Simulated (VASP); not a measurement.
# Nb2SnTe3 (P4mm) in VASP: notebook, part 2 of 3

VASP 6.6.1. Earlier steps stand in the parts before.

## (3) Single point, PBE

This run uses another cell than the first one, of 24.89 Å³/atom, 1.023 times its volume.

Contents of INCAR:

```
PREC = Accurate
ENCUT = 520
EDIFF = 1E-7
ISMEAR = 0
SIGMA = 0.1
LREAL = F
LASPH = T
NELM = 80
ALGO = Normal
ISIF = 2
LWAVE = F
LCHARG = T
GGA = PE
LELF = T
LVHAR = T
NBANDS = 38
```

Contents of KPOINTS:

```
regular mesh
0
Gamma
  4 4 2
```

Contents of POSCAR:

```
Nb2SnTe3
1.0
    4.4382482018      0.0000000000      0.0000000000
    0.0000000000      4.4382482018      0.0000000000
    0.0000000000      0.0000000000      7.5815458859
Nb Sn Te
2 1 3
Direct
    0.5000000000      0.5000000000      0.7633930844
    0.0000000000      0.0000000000      0.2331369693
    0.0000000000      0.0000000000      0.6249139242
    0.5000000000      0.0000000000      0.9974616582
    0.0000000000      0.5000000000      0.9974616582
    0.5000000000      0.5000000000      0.3836317458
```

Potentials or basis: VASP PAW PBE potentials, release 64 (Nb_sv, Sn_d, Te).

Launch:

```console
> cat potpaw_PBE.64/Nb_sv/POTCAR potpaw_PBE.64/Sn_d/POTCAR potpaw_PBE.64/Te/POTCAR > POTCAR
> mpirun -np 1 vasp_std > vasp.out
```

OUTCAR:

```text
PREC = Accurate
   ENCUT = 520
   EDIFF = 1E-7
   ISMEAR = 0
   LREAL = F
   LASPH = T
   NELM = 80
   ISIF = 2
   GGA = PE

 ion  position               nearest neighbor table
   1  0.500  0.500  0.763-   4 2.84   5 2.84   4 2.84   5 2.84   6 2.88   3 3.31   3 3.31   3 3.31
                             3 3.31
   2  0.000  0.000  0.233-   4 2.85   5 2.85   5 2.85   4 2.85   3 2.97   6 3.34   6 3.34   6 3.34
                             6 3.34
   3  0.000  0.000  0.625-   2 2.97   1 3.31   1 3.31   1 3.31   1 3.31   5 3.59   5 3.59   4 3.59
                             4 3.59   6 3.63   6 3.63   6 3.63   6 3.63
   4  0.500  0.000  0.997-   1 2.84   1 2.84   2 2.85   2 2.85   5 3.14   5 3.14   5 3.14   5 3.14
                             3 3.59   3 3.59   6 3.67   6 3.67
   5  0.000  0.500  0.997-   1 2.84   1 2.84   2 2.85   2 2.85   4 3.14   4 3.14   4 3.14   4 3.14
                             3 3.59   3 3.59   6 3.67   6 3.67
   6  0.500  0.500  0.384-   1 2.88   2 3.34   2 3.34   2 3.34   2 3.34   3 3.63   3 3.63   3 3.63
                             3 3.63   5 3.67   5 3.67   4 3.67   4 3.67

  LATTYP: Found a simple tetragonal cell.
 ALAT       =     4.4382482018
 C/A-ratio  =     1.7082293601

  Lattice vectors:

 A1 = (   4.4382482018,   0.0000000000,   0.0000000000)
 A2 = (   0.0000000000,   4.4382482018,   0.0000000000)
 A3 = (   0.0000000000,   0.0000000000,   7.5815458859)

Analysis of symmetry for initial positions (statically):
=====================================================================
 Subroutine PRICEL returns:
 Original cell was already a primitive cell.

 Routine SETGRP: Setting up the symmetry group for a
 simple tetragonal supercell.

 Subroutine GETGRP returns: Found  8 space group operations
 (whereof  8 operations were pure point group operations)
 out of a pool of 16 trial point group operations.

The static configuration has the point symmetry C_4v.

Analysis of symmetry for dynamics (positions and initial velocities):
=====================================================================
 Subroutine PRICEL returns:
 Original cell was already a primitive cell.

 Routine SETGRP: Setting up the symmetry group for a
 simple tetragonal supercell.

 Subroutine GETGRP returns: Found  8 space group operations
 (whereof  8 operations were pure point group operations)
 out of a pool of 16 trial point group operations.

The dynamic configuration has the point symmetry C_4v.

 Subroutine INISYM returns: Found  8 space group operations
 (whereof  8 operations are pure point group operations),
 and found     1 'primitive' translations

----------------------------------------------------------------------------------------

                                     Primitive cell

  volume of cell :     149.3416

  direct lattice vectors                    reciprocal lattice vectors
     4.438248202  0.000000000  0.000000000     0.225314123  0.000000000  0.000000000
     0.000000000  4.438248202  0.000000000     0.000000000  0.225314123  0.000000000
     0.000000000  0.000000000  7.581545886     0.000000000  0.000000000  0.131899221

  length of vectors
     4.438248202  4.438248202  7.581545886     0.225314123  0.225314123  0.131899221

  position of ions in fractional coordinates (direct lattice)
     0.500000000  0.500000000  0.763393084
     0.000000000  0.000000000  0.233136969
     0.000000000  0.000000000  0.624913924
[... 49 lines left out ...]
  0.500000  0.000000  0.500000      2.000000
  0.250000  0.250000  0.500000      4.000000
  0.500000  0.250000  0.500000      4.000000
  0.500000  0.500000  0.500000      1.000000
   k-points           NKPTS =     12   k-points in BZ     NKDIM =     12   number of bands    NBANDS=     38
   number of dos      NEDOS =    301   number of ions     NIONS =      6
   total plane-waves  NPLWV =  72576
   dimension x,y,z NGX =    36 NGY =   36 NGZ =   56
   dimension x,y,z NGXF=    72 NGYF=   72 NGZF=  112
   ions per type =               2   1   3
   NGX,Y,Z   is equivalent  to a cutoff of  13.48, 13.48, 12.28 a.u.
   NGXF,Y,Z  is equivalent  to a cutoff of  26.97, 26.97, 24.56 a.u.
 SYSTEM =  unknown system
   PREC   = accura    normal or accurate (medium, high low for compatibility)
   ISTART =      0    job   : 0-new  1-cont  2-samecut
   ICHARG =      2    charge: 1-file 2-atom 10-const
   ISPIN  =      1    spin polarized calculation?
   LNONCOLLINEAR =      F non collinear calculations
   LSORBIT =      F    spin-orbit coupling
   LASPH  =      T    aspherical Exc in radial PAW
   ENCUT  =  520.0 eV  38.22 Ry    6.18 a.u.   8.25  8.25 14.10*2*pi/ulx,y,z
   NELM   =     80;   NELMIN=  2; NELMDL= -5     # of ELM steps
   EDIFF  = 0.1E-06   stopping-criterion for ELM
   LREAL  =      F    real-space projection
   EDIFFG = 0.1E-05   stopping-criterion for IOM
   NSW    =      0    number of steps for IOM
   IBRION =     -1    ionic relax: 0-MD 1-quasi-New 2-CG
   NFREE  =      0    steps in history (QN), initial steepest desc. (CG)
   ISIF   =      2    stress and relaxation
   ISYM   =      2    0-nonsym 1-usesym 2-fastsym
   POTIM  = 0.5000    time-step for ionic-motion
   TEBEG  =    0.0;   TEEND  =   0.0 temperature during run
   PSTRESS=    0.0 pullay stress
   NELECT =      58.0000    total number of electrons
   NUPDOWN=      -1.0000    fix difference up-down
   EMIN   =  10.00;   EMAX   =-10.00  energy-range for DOS
   EFERMI =   0.00;   METHOD = LEGACY
   ISMEAR =     0;   SIGMA  =   0.10  broadening in eV -4-tet -1-fermi 0-gaus
   EFERMI_NEDOS =   21; number of points for ismear=-14 and -15
   IALGO  =     38    algorithm
   IMIX   =      4    mixing-type and parameters
     AMIX     =   0.40;   BMIX     =  1.00
     AMIX_MAG =   1.60;   BMIX_MAG =  1.00
  volume/ion in A,a.u.               =      24.89       167.97
  Fermi-wavevector in a.u.,A,eV,Ry     =   1.194420  2.257127 19.410614  1.426640
  Thomas-Fermi vector in A             =   2.330411
   LORBIT       =      0    0 simple, 1 ext, 2 COOP (PROOUT), +10 PAW based schemes
   GGA     = PE    functional components
   LHFCALC =     F    Hartree Fock is set to
   AEXX    =    0.0000 exact exchange contribution
   IVDW    =     0    specifies the selected vdW correction
   LEPSILON=     F    determine dielectric tensor
   LRPA    =     F    only Hartree local field effects (RPA)
 non-spin polarized calculation
 Gauss-broadening in eV      SIGMA  =   0.10
  energy-cutoff  :      520.00
  volume of cell :      149.34
 maximum number of plane-waves:      4057
 NGX is ok and might be reduce to    36
   NGX = 17   NGY = 17   NGZ = 29

 number of electron      57.9999993 magnetization

 Free energy of the ion-electron system (eV)
  ---------------------------------------------------
  ext. energy  EPLUGINS =         0.00000000
  ---------------------------------------------------
  free energy    TOTEN  =       -32.98575653 eV

  energy without entropy =      -32.96844308  energy(sigma->0) =      -32.97709980

 E-fermi :   9.1423     XC(G=0): -10.6357

 val. band max:        9.1079628585   @ k =   0.0000   0.0000   0.0000
 cond. band min:       9.1534455090   @ k =   0.0000   0.0000   0.0000
 fundamental gap:      0.0454826504
 Fermi energy:         9.1423206951

 k-point     1 :       0.0000    0.0000    0.0000
  band No.  band energies     occupation
      1     -46.3200      2.00000
      2     -46.1966      2.00000
      3     -22.4336      2.00000
      4     -22.4336      2.00000
      5     -22.3536      2.00000
      6     -22.3301      2.00000
[... 481 lines left out ...]
     37      12.1649      0.00000
     38      12.2800      0.00000

------------------------ aborting loop because EDIFF is reached ----------------------------------------

  FORCE on cell =-STRESS in cart. coord.  units (eV):
  Direction    XX          YY          ZZ          XY          YZ          ZX
  --------------------------------------------------------------------------------------
  -------------------------------------------------------------------------------------
  Total       -0.1282598     -0.1282598     -0.1106799      0.0000000      0.0000000      0.0000000
  in kB       -1.3760055     -1.3760055     -1.1874035      0.0000000      0.0000000      0.0000000
  external PRESSURE =      -1.3131382 kB  Pullay stress =       0.0000000 kB

 VOLUME and BASIS-vectors are now :
 -----------------------------------------------------------------------------
  energy-cutoff  :      520.00
  volume of cell :      149.34
      direct lattice vectors                 reciprocal lattice vectors
     4.438248202  0.000000000  0.000000000     0.225314123  0.000000000  0.000000000
     0.000000000  4.438248202  0.000000000     0.000000000  0.225314123  0.000000000
     0.000000000  0.000000000  7.581545886     0.000000000  0.000000000  0.131899221

 POSITION                                       TOTAL-FORCE (eV/Angst)
 -----------------------------------------------------------------------------------
      2.21912      2.21912      5.78770         0.000000     -0.000000      0.014624
      0.00000      0.00000      1.76754         0.000000      0.000000     -0.009127
      0.00000      0.00000      4.73781         0.000000      0.000000      0.016098
      2.21912      0.00000      7.56230         0.000000      0.000000     -0.005495
      0.00000      2.21912      7.56230         0.000000      0.000000     -0.005495
      2.21912      2.21912      2.90852        -0.000000     -0.000000     -0.010605
 -----------------------------------------------------------------------------------
    total drift:                                0.000000      0.000000     -0.001566

  FREE ENERGIE OF THE ION-ELECTRON SYSTEM (eV)
  ---------------------------------------------------
  free  energy   TOTEN  =       -32.9857565286 eV

  energy  without entropy=      -32.9684430812  energy(sigma->0) =      -32.97709980
```

stdout:

```text
POSCAR found type information on POSCAR NbSnTe
 POSCAR found :  3 types and       6 ions
 scaLAPACK will be used
 LDA part: xc-table for (Slater+PW92), standard interpolation
 POSCAR, INCAR and KPOINTS ok, starting setup
 FFT: planning ... GRIDC
 FFT: planning ... GRID_SOFT
 FFT: planning ... GRID
 WAVECAR not read
 entering main loop
```

Wall time 40 s (1 thread of Intel Xeon 6975P-C (Granite Rapids), shared host); peak memory 0.28 GiB.

What came out:

* Free energy: -32.9858 eV
* Pressure: -0.1 GPa
* Largest force: 0.016 eV/Å
* Band gap on the k mesh: zero (band 29 reaches 9.27 eV, above the bottom of band 30 at 9.00 eV)

Forces on the atoms (eV/Å):
```
Nb   0.000  0.000  0.015
Nb   0.000  0.000 -0.009
Sn   0.000  0.000  0.016
Te   0.000  0.000 -0.005
Te   0.000  0.000 -0.005
Te   0.000  0.000 -0.011
```

Levels at points of the mesh, in eV from the Fermi level:
```csv
k point,band 25,band 26,band 27,band 28,band 29,band 30,band 31,band 32,band 33,band 34
"(0.00, 0.00, 0.00)",-1.25,-1.25,-0.80,-0.39,-0.03,0.01,0.44,0.75,0.75,1.49
"(0.50, 0.00, 0.00)",-2.54,-1.53,-1.33,-0.89,-0.71,0.39,0.58,0.69,0.82,1.36
"(0.50, 0.50, 0.00)",-1.89,-0.95,-0.95,-0.46,-0.35,0.23,0.28,1.03,1.98,2.12
"(0.00, 0.00, 0.50)",-1.19,-0.73,-0.73,-0.35,-0.04,0.13,0.30,0.65,0.65,1.86
"(0.50, 0.00, 0.50)",-2.62,-2.11,-0.91,-0.85,-0.51,0.19,0.56,0.68,0.84,1.88
"(0.50, 0.50, 0.50)",-1.10,-1.10,-0.88,-0.45,-0.34,0.38,0.41,0.61,1.73,1.92
```

Caveat: the k points lie up to 0.41 Å⁻¹ apart; spin-orbit coupling is left out, which moves the levels of the heavy elements.

[end of part 2 of 3]
